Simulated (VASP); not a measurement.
Set up this calculation in VASP 6.6.1, as the native input.

```yaml
Task: single point
Functional: r2SCAN
Potentials_or_basis: VASP PAW PBE potentials, release 64 (Ge_d)
Cutoff: 520 eV
k_mesh: 10 × 10 × 6
Occupations: gaussian, width 0.02 eV
Spin: no spin polarisation
Dipole_correction: no
Further_INCAR_settings: ALGO = Normal; EDIFF = 1e-06; NBANDS = 36
```

The system is Ge.

```
CELL_PARAMETERS angstrom
2.95092 2.95092 0.00000
-2.95092 2.95092 0.00000
0.00000 0.00000 5.51618
ATOMIC_POSITIONS crystal
Ge 0.50000 0.50000 0.50000
Ge 0.50000 0.00000 0.25000
Ge 0.00000 0.00000 0.00000
Ge 0.00000 0.50000 0.75000
```

One way to write it, as run:

POSCAR

```
Ge
1.0
    2.9509241917      2.9509241917      0.0000000000
   -2.9509241917      2.9509241917      0.0000000000
    0.0000000000      0.0000000000      5.5161803196
Ge
4
Direct
    0.5000000000      0.5000000000      0.5000000000
    0.5000000000      0.0000000000      0.2500000000
    0.0000000000      0.0000000000      0.0000000000
    0.0000000000      0.5000000000      0.7500000000
```

INCAR.step1

```
PREC = Accurate
ENCUT = 520
ISMEAR = 0
SIGMA = 0.02
LREAL = F
LASPH = T
NELM = 100
NBANDS = 36
GGA = PE
ALGO = Normal
EDIFF = 1E-4
LWAVE = T
LCHARG = F
```

INCAR.step2

```
PREC = Accurate
ENCUT = 520
EDIFF = 1E-6
ISMEAR = 0
SIGMA = 0.02
LREAL = F
LASPH = T
NELM = 100
ALGO = Normal
ISIF = 2
LWAVE = F
LCHARG = F
METAGGA = R2SCAN
LMIXTAU = T
NBANDS = 36
ISTART = 1
```

KPOINTS

```
regular mesh
0
Gamma
  10 10 6
```

Potentials or basis: VASP PAW PBE potentials, release 64 (Ge_d).

Launch:

```bash
$ cat potpaw_PBE.64/Ge_d/POTCAR > POTCAR
$ cp INCAR.step1 INCAR
$ mpirun -np 1 vasp_std > vasp.out
$ cp INCAR.step2 INCAR
$ mpirun -np 1 vasp_std > vasp.out
```

It gave:

The pressure is -3.1 GPa and the band gap on the k mesh is 0.25 eV.

Caveat: the cell stands under tension; the PAW data sets were made with another functional, which shifts forces and pressure a little.

Wall time 8.7 min on 1 thread of Intel(R) Xeon(R) Platinum 8259CL CPU @ 2.50GHz (Skylake/Cascade Lake), on a shared host, peak memory 0.34 GiB.
